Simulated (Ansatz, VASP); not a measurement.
# Ta in VASP and in Ansatz

INCAR

```
ALGO = Fast ; EDIFF = 1E-7
ENCUT = 520 ; GGA = PE
ISIF = 2 ; ISMEAR = 0
LASPH = T ; LCHARG = F
LREAL = F ; LWAVE = F
NBANDS = 12 ; NELM = 80
PREC = Accurate ; SIGMA = 0.15
```

File KPOINTS:

```
k-points
0
Gamma
  22 22 22
```

POSCAR

```
Ta
1.0
   -1.4711972949      1.4711972949      2.0802729750
    1.4711972949     -1.4711972949      2.0802729750
    1.4711972949      1.4711972949     -2.0802729750
Ta
1
Direct
    0.0000000000      0.0000000000      0.0000000000
```

Input for Ansatz:

```yaml
crystal:
  lattice:
    - [-1.4711972949, 1.4711972949, 2.080272975]
    - [1.4711972949, -1.4711972949, 2.080272975]
    - [1.4711972949, 1.4711972949, -2.080272975]
  atoms:
    - { symbol: Ta, position: [0.0, 0.0, 0.0] }
basis:
  ecutwfc: 420
kpoints:
  mp_grid: { grid: [22, 22, 22] }
hamiltonian:
  xc: pbe
scf:
  occupations: { method: gaussian, width: 0.15 }
output:
  forces: true
  stress: true
  eigenvalues: true
```

Alike in both runs: task single point; functional PBE; k mesh 22 × 22 × 22; occupations gaussian, width 0.15 eV; no spin polarisation.

|  | VASP | Ansatz |
| --- | --- | --- |
| version | VASP 6.6.1 | Ansatz 0.2.0 |
| potentials or method | VASP PAW PBE potentials, release 64 (Ta_pv), cutoff 520 eV | scalar-relativistic, plane waves, PAW |
| valence electrons in the cell | 11 | 13 |

Ansatz gave:

| Quantity | Value |
| --- | --- |
| gap on the k mesh at the Fermi level (eV) | none |
| pressure (GPa) | 9.2 |

What did VASP give for the same quantities?

gap on the k mesh at the Fermi level (eV): none; pressure (GPa): 9.3.

A gap of «none» marks a metal or a gap that the smearing closes. With one functional, cell and mesh, what is left measures potentials, basis and numerics. VASP's potentials hold 11 valence electrons a cell and Ansatz's 13, so a difference there can come from the potentials and not from the codes.

Neither program's run includes spin-orbit coupling.
